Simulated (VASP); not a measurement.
# TiO2 (P4_2/mnm) in VASP: settings compared, part 3 of 3

VASP 6.6.1. Earlier steps stand in the parts before.

### 4 Single point, PBE

This run uses another cell than the first one, of 11.06 Å³/atom, 1.019 times its volume.

INCAR

```
SYSTEM = TiO2
PREC = Accurate
ENCUT = 520
EDIFF = 1E-6
ISMEAR = -1
SIGMA = 0.05
LREAL = .False.
LASPH = .True.
NELM = 100
ALGO = Normal
ISIF = 2
LWAVE = .False.
LCHARG = .False.
GGA = PE
NBANDS = 33
```

KPOINTS

```
Automatic mesh
0
Gamma
  6 6 9
  0 0 0
```

POSCAR

```
TiO2
1.0
    4.6900531165      0.0000000000      0.0000000000
    0.0000000000      4.6900531165      0.0000000000
    0.0000000000      0.0000000000      3.0172520901
Ti O
2 4
Direct
    0.0000000000      0.0000000000      0.5000000000
    0.5000000000      0.5000000000      0.0000000000
    0.3043213200      0.3043213200      0.5000000000
    0.1956786800      0.8043213200      0.0000000000
    0.8043213200      0.1956786800      0.0000000000
    0.6956786800      0.6956786800      0.5000000000
```

Potentials or basis: VASP PAW PBE potentials, release 64 (Ti_sv, O).

Started as:

```bash
cat potpaw_PBE.64/Ti_sv/POTCAR potpaw_PBE.64/O/POTCAR > POTCAR
mpirun -np 1 vasp_std > vasp.out
```

OUTCAR:

```text
SYSTEM = TiO2
   PREC = Accurate
   ENCUT = 520
   EDIFF = 1E-6
   ISMEAR = -1
   LREAL = .False.
   LASPH = .True.
   NELM = 100
   ISIF = 2
   GGA = PE

 ion  position               nearest neighbor table
   1  0.000  0.000  0.500-   4 1.99   5 1.99   4 1.99   5 1.99   3 2.02   6 2.02
   2  0.500  0.500  0.000-   3 1.99   6 1.99   3 1.99   6 1.99   5 2.02   4 2.02
   3  0.304  0.304  0.500-   2 1.99   2 1.99   1 2.02
   4  0.196  0.804  0.000-   1 1.99   1 1.99   2 2.02
   5  0.804  0.196  0.000-   1 1.99   1 1.99   2 2.02
   6  0.696  0.696  0.500-   2 1.99   2 1.99   1 2.02

  LATTYP: Found a simple tetragonal cell.
 ALAT       =     4.6900531165
 C/A-ratio  =     0.6433300466

  Lattice vectors:

 A1 = (   4.6900531165,   0.0000000000,   0.0000000000)
 A2 = (   0.0000000000,   4.6900531165,   0.0000000000)
 A3 = (   0.0000000000,   0.0000000000,   3.0172520901)

Analysis of symmetry for initial positions (statically):
=====================================================================
 Subroutine PRICEL returns:
 Original cell was already a primitive cell.

 Routine SETGRP: Setting up the symmetry group for a
 simple tetragonal supercell.

 Subroutine GETGRP returns: Found 16 space group operations
 (whereof  8 operations were pure point group operations)
 out of a pool of 16 trial point group operations.

The static configuration has the point symmetry D_2h.
 The point group associated with its full space group is D_4h.

Analysis of symmetry for dynamics (positions and initial velocities):
=====================================================================
 Subroutine PRICEL returns:
 Original cell was already a primitive cell.

 Routine SETGRP: Setting up the symmetry group for a
 simple tetragonal supercell.

 Subroutine GETGRP returns: Found 16 space group operations
 (whereof  8 operations were pure point group operations)
 out of a pool of 16 trial point group operations.

The dynamic configuration has the point symmetry D_2h.
 The point group associated with its full space group is D_4h.

 Subroutine INISYM returns: Found 16 space group operations
 (whereof  8 operations are pure point group operations),
 and found     1 'primitive' translations

----------------------------------------------------------------------------------------

                                     Primitive cell

  volume of cell :      66.3693

  direct lattice vectors                    reciprocal lattice vectors
     4.690053116  0.000000000  0.000000000     0.213217201  0.000000000  0.000000000
     0.000000000  4.690053116  0.000000000     0.000000000  0.213217201  0.000000000
     0.000000000  0.000000000  3.017252090     0.000000000  0.000000000  0.331427395

  length of vectors
     4.690053116  4.690053116  3.017252090     0.213217201  0.213217201  0.331427395

  position of ions in fractional coordinates (direct lattice)
     0.000000000  0.000000000  0.500000000
     0.500000000  0.500000000  0.000000000
     0.304321320  0.304321320  0.500000000
     0.195678680  0.804321320  0.000000000
     0.804321320  0.195678680  0.000000000
     0.695678680  0.695678680  0.500000000

  ion indices of the primitive-cell ions
   primitive index   ion index
                 1           1
[... 25 lines left out ...]
     0.000000000  0.000000000  0.000000000

 Subroutine IBZKPT returns following result:
 ===========================================

 Found     50 irreducible k-points:

 Following reciprocal coordinates:
            Coordinates               Weight
  0.000000  0.000000  0.000000      1.000000
  0.166667  0.000000  0.000000      4.000000
  0.333333  0.000000  0.000000      4.000000
  0.500000  0.000000  0.000000      2.000000
  0.166667  0.166667  0.000000      4.000000
  0.333333  0.166667  0.000000      8.000000
[... 16 lines left out ...]
  0.333333  0.000000  0.222222      8.000000
  0.500000  0.000000  0.222222      4.000000
 [... further k-points ...]
   k-points           NKPTS =     50   k-points in BZ     NKDIM =     50   number of bands    NBANDS=     33
   number of dos      NEDOS =    301   number of ions     NIONS =      6
   total plane-waves  NPLWV =  31104
   dimension x,y,z NGX =    36 NGY =   36 NGZ =   24
   dimension x,y,z NGXF=    72 NGYF=   72 NGZF=   48
   ions per type =               2   4
   NGX,Y,Z   is equivalent  to a cutoff of  12.76, 12.76, 13.22 a.u.
   NGXF,Y,Z  is equivalent  to a cutoff of  25.52, 25.52, 26.45 a.u.
 SYSTEM =  TiO2
   PREC   = accura    normal or accurate (medium, high low for compatibility)
   ISTART =      0    job   : 0-new  1-cont  2-samecut
   ICHARG =      2    charge: 1-file 2-atom 10-const
   ISPIN  =      1    spin polarized calculation?
   LNONCOLLINEAR =      F non collinear calculations
   LSORBIT =      F    spin-orbit coupling
   LASPH  =      T    aspherical Exc in radial PAW
   ENCUT  =  520.0 eV  38.22 Ry    6.18 a.u.   8.72  8.72  5.61*2*pi/ulx,y,z
   NELM   =    100;   NELMIN=  2; NELMDL= -5     # of ELM steps
   EDIFF  = 0.1E-05   stopping-criterion for ELM
   LREAL  =      F    real-space projection
   EDIFFG = 0.1E-04   stopping-criterion for IOM
   NSW    =      0    number of steps for IOM
   IBRION =     -1    ionic relax: 0-MD 1-quasi-New 2-CG
   NFREE  =      0    steps in history (QN), initial steepest desc. (CG)
   ISIF   =      2    stress and relaxation
   ISYM   =      2    0-nonsym 1-usesym 2-fastsym
   POTIM  = 0.5000    time-step for ionic-motion
   TEBEG  =    0.0;   TEEND  =   0.0 temperature during run
   PSTRESS=    0.0 pullay stress
   NELECT =      48.0000    total number of electrons
   NUPDOWN=      -1.0000    fix difference up-down
   EMIN   =  10.00;   EMAX   =-10.00  energy-range for DOS
   EFERMI =   0.00;   METHOD = LEGACY
   ISMEAR =    -1;   SIGMA  =   0.05  broadening in eV -4-tet -1-fermi 0-gaus
   EFERMI_NEDOS =   21; number of points for ismear=-14 and -15
   IALGO  =     38    algorithm
   IMIX   =      4    mixing-type and parameters
     AMIX     =   0.40;   BMIX     =  1.00
     AMIX_MAG =   1.60;   BMIX_MAG =  1.00
  volume/ion in A,a.u.               =      11.06        74.65
  Fermi-wavevector in a.u.,A,eV,Ry     =   1.469489  2.776931 29.380374  2.159397
  Thomas-Fermi vector in A             =   2.584860
   LORBIT       =      0    0 simple, 1 ext, 2 COOP (PROOUT), +10 PAW based schemes
   GGA     = PE    functional components
   LHFCALC =     F    Hartree Fock is set to
   AEXX    =    0.0000 exact exchange contribution
   IVDW    =     0    specifies the selected vdW correction
   LEPSILON=     F    determine dielectric tensor
   LRPA    =     F    only Hartree local field effects (RPA)
 non-spin polarized calculation
  energy-cutoff  :      520.00
  volume of cell :       66.37
 maximum number of plane-waves:      1819
 NGX is ok and might be reduce to    36
   NGX = 17   NGY = 17   NGZ = 11

 number of electron      48.0000002 magnetization

 Free energy of the ion-electron system (eV)
  ---------------------------------------------------
  ext. energy  EPLUGINS =         0.00000000
  ---------------------------------------------------
  free energy    TOTEN  =       -53.61630941 eV

  energy without entropy =      -53.61630941  energy(sigma->0) =      -53.61630941

 E-fermi :   5.0658     XC(G=0): -11.0903

 val. band max:        4.2445818239   @ k =   0.0000   0.0000   0.0000
 cond. band min:       5.9428773361   @ k =   0.0000   0.0000   0.0000
 fundamental gap:      1.6982955123
 Fermi energy:         5.0658260216

 k-point     1 :       0.0000    0.0000    0.0000
  band No.  band energies     occupation
      1     -52.8999      2.00000
      2     -52.8877      2.00000
      3     -29.1520      2.00000
      4     -29.1520      2.00000
      5     -29.0248      2.00000
      6     -29.0248      2.00000
[... 853 lines left out ...]
     32       8.9850      0.00000
     33      10.2565      0.00000

 [... further k-points ...]
[... 5 lines left out ...]
  --------------------------------------------------------------------------------------
  -------------------------------------------------------------------------------------
  Total       -2.7462736     -2.7462736     -4.2529212     -0.0000000      0.0000000      0.0000000
  in kB      -66.2959909    -66.2959909   -102.6669839     -0.0000000      0.0000000      0.0000000
  external PRESSURE =     -78.4196552 kB  Pullay stress =       0.0000000 kB

 VOLUME and BASIS-vectors are now :
 -----------------------------------------------------------------------------
  energy-cutoff  :      520.00
  volume of cell :       66.37
      direct lattice vectors                 reciprocal lattice vectors
     4.690053116  0.000000000  0.000000000     0.213217201  0.000000000  0.000000000
     0.000000000  4.690053116  0.000000000     0.000000000  0.213217201  0.000000000
     0.000000000  0.000000000  3.017252090     0.000000000  0.000000000  0.331427395

 POSITION                                       TOTAL-FORCE (eV/Angst)
 -----------------------------------------------------------------------------------
      0.00000      0.00000      1.50863         0.000000      0.000000      0.000000
      2.34503      2.34503      0.00000         0.000000      0.000000      0.000000
      1.42728      1.42728      1.50863         0.165977      0.165977     -0.000000
      0.91774      3.77231      0.00000        -0.165977      0.165977      0.000000
      3.77231      0.91774      0.00000         0.165977     -0.165977      0.000000
      3.26277      3.26277      1.50863        -0.165977     -0.165977      0.000000
 -----------------------------------------------------------------------------------
    total drift:                                0.000000      0.000000      0.000000

  FREE ENERGIE OF THE ION-ELECTRON SYSTEM (eV)
  ---------------------------------------------------
  free  energy   TOTEN  =       -53.6163094131 eV

  energy  without entropy=      -53.6163094107  energy(sigma->0) =      -53.61630941
```

OSZICAR:

```text
N       E                     dE             d eps       ncg     rms          rms(c)
DAV:   1     0.654878065476E+03    0.65488E+03   -0.24678E+04  3301   0.172E+03
DAV:   2     0.284352418196E+02   -0.62644E+03   -0.57947E+03  3617   0.514E+02
DAV:   3    -0.658148111946E+02   -0.94250E+02   -0.92562E+02  4572   0.188E+02
DAV:   4    -0.714100021033E+02   -0.55952E+01   -0.55832E+01  4909   0.431E+01
DAV:   5    -0.716721478330E+02   -0.26215E+00   -0.26212E+00  4351   0.714E+00    0.296E+01
DAV:   6    -0.543221815686E+02    0.17350E+02   -0.80261E+01  4343   0.861E+01    0.124E+01
DAV:   7    -0.540830987648E+02    0.23908E+00   -0.15629E+01  4203   0.358E+01    0.868E+00
DAV:   8    -0.540702262329E+02    0.12873E-01   -0.57818E-01  3891   0.453E+00    0.811E+00
DAV:   9    -0.542919029565E+02   -0.22168E+00   -0.39387E+00  4231   0.197E+01    0.753E+00
DAV:  10    -0.536227215318E+02    0.66918E+00   -0.23534E+00  4180   0.140E+01    0.105E+00
DAV:  11    -0.536184067202E+02    0.43148E-02   -0.97586E-02  4075   0.276E+00    0.471E-01
DAV:  12    -0.536168252840E+02    0.15814E-02   -0.10319E-02  4416   0.653E-01    0.306E-01
DAV:  13    -0.536176736885E+02   -0.84840E-03   -0.52201E-03  4340   0.848E-01    0.294E-01
DAV:  14    -0.536165564934E+02    0.11172E-02   -0.12851E-03  4314   0.318E-01    0.137E-01
DAV:  15    -0.536163185435E+02    0.23795E-03   -0.11719E-03  4292   0.209E-01    0.347E-02
DAV:  16    -0.536163133317E+02    0.52119E-05   -0.80929E-05  4161   0.619E-02    0.253E-02
DAV:  17    -0.536163092361E+02    0.40956E-05   -0.10987E-05  4355   0.344E-02    0.506E-03
DAV:  18    -0.536163094131E+02   -0.17706E-06   -0.80071E-07  2334   0.738E-03
   1 F= -.53616309E+02 E0= -.53616309E+02  d E =-.240429E-08
```

Run time: 80 s. Hardware: 1 thread of AMD EPYC 9R14 (Zen 4), shared host; peak memory 0.2 GiB.

Results:

```yaml
Free_energy: -53.6163 eV
Pressure: -7.8 GPa
Largest_force: 0.235 eV/Å
Band_gap_on_the_k_mesh: 1.70 eV, direct
```

Forces in eV/Å, atoms in the order of the input:
```
Ti   0.000  0.000  0.000
Ti   0.000  0.000  0.000
O    0.166  0.166  0.000
O   -0.166  0.166  0.000
O    0.166 -0.166  0.000
O   -0.166 -0.166  0.000
```

Levels at points of the mesh, in eV from the valence-band top:
| k point | band 21 | band 22 | band 23 | band 24 | band 25 | band 26 | band 27 | band 28 |
| --- | --- | --- | --- | --- | --- | --- | --- | --- |
| (0.00, 0.00, 0.00) | -0.72 | -0.45 | -0.45 | 0.00 | 1.70 | 1.95 | 2.19 | 2.27 |
| (0.50, 0.00, 0.00) | -1.60 | -1.60 | -0.69 | -0.69 | 2.29 | 2.29 | 2.74 | 2.74 |
| (0.50, 0.50, 0.00) | -1.30 | -1.30 | -1.07 | -1.07 | 1.72 | 1.72 | 2.29 | 2.29 |

A k mesh can miss the band edges. As with any semilocal functional, this PBE gap is likely too small.

### 5 Summary

| level | cell | gap on the mesh (eV) | pressure (GPa) | largest force (eV/Å) |
| --- | --- | --- | --- | --- |
| PBE | a = 4.660, b = 4.660, c = 2.998 Å, 6 atoms | 1.74 | -4.0 | 0.16 |
| BLYP+D3(BJ) | a = 4.690, b = 4.690, c = 3.017 Å, 6 atoms | 1.69 | -10.4 | 0.15 |
| PBE | a = 4.690, b = 4.690, c = 3.017 Å, 6 atoms | 1.70 | -7.8 | 0.23 |

Alike in all rows: task single point; potentials or basis VASP PAW PBE potentials, release 64 (Ti_sv, O); no spin polarisation; k mesh 6 × 6 × 9; cutoff (eV) 520; smearing fermi-dirac 0.05 eV.

Caveats: the PAW data sets were made with another functional, which shifts forces and pressure a little (some runs).

Total energies depend on the potentials used, so only differences within one code and one set of settings carry meaning.
